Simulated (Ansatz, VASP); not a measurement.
## Ge in VASP and in Ansatz

The input INCAR:

```
PREC     = Accurate       # precision mode
ENCUT    = 520            # plane-wave cutoff, eV
EDIFF    = 1E-6           # SCF threshold, eV
ISMEAR   = 0              # smearing method
SIGMA    = 0.1            # smearing width, eV
LREAL    = F              # projectors in reciprocal space
LASPH    = T              # aspherical terms in the spheres
NELM     = 100            # most SCF steps
ALGO     = Normal         # electronic algorithm
ISIF     = 2              # what is computed and relaxed
LWAVE    = F              # write WAVECAR
LCHARG   = F              # write CHGCAR
GGA      = PE             # functional
NBANDS   = 13             # bands
```

The input KPOINTS:

```
regular mesh
0
Gamma
  8 8 4
```

The input POSCAR:

```
Ge
1.0
    1.3396956300     -2.2760108000      0.0000000000
    1.3396956300      2.2760108000      0.0000000000
    0.0000000000      0.0000000000      3.9196112300
Ge
1
Direct
    0.5000000000      0.5000000000      0.0000000000
```

Input for Ansatz:

```yaml
crystal:
  lattice:
    - [1.33969563, -2.2760108, 0.0]
    - [1.33969563, 2.2760108, 0.0]
    - [0.0, 0.0, 3.91961123]
  atoms:
    - { symbol: Ge, position: [0.5, 0.5, 0.0] }
basis:
  ecutwfc: 420
kpoints:
  mp_grid: { grid: [8, 8, 4] }
hamiltonian:
  xc: pbe
scf:
  occupations: { method: gaussian, width: 0.1 }
  lower_state_search: "off"
output:
  forces: true
  stress: true
  eigenvalues: true
```

Alike in both runs: task single point; functional PBE; k mesh 8 × 8 × 4; occupations gaussian, width 0.1 eV; no spin polarisation.

|  | VASP | Ansatz |
| --- | --- | --- |
| version | VASP 6.6.1 | Ansatz 0.2.0 |
| potentials or method | VASP PAW PBE potentials, release 64 (Ge_d), cutoff 520 eV | scalar-relativistic, plane waves, PAW |
| valence electrons in the cell | 14 | 14 |

```csv
,VASP,Ansatz,Ansatz less VASP
gap on the k mesh at the Fermi level (eV),none,none,-
pressure (GPa),7.0,6.8,-0.16
"traceless stress, the component that is largest in VASP (GPa)",-9.91,-9.91,+0.001
```

A gap of «none» marks a metal or a gap that the smearing closes. With one functional, cell and mesh, what is left measures potentials, basis and numerics.

The k mesh is coarse, so the values compare programs but aren't converged.
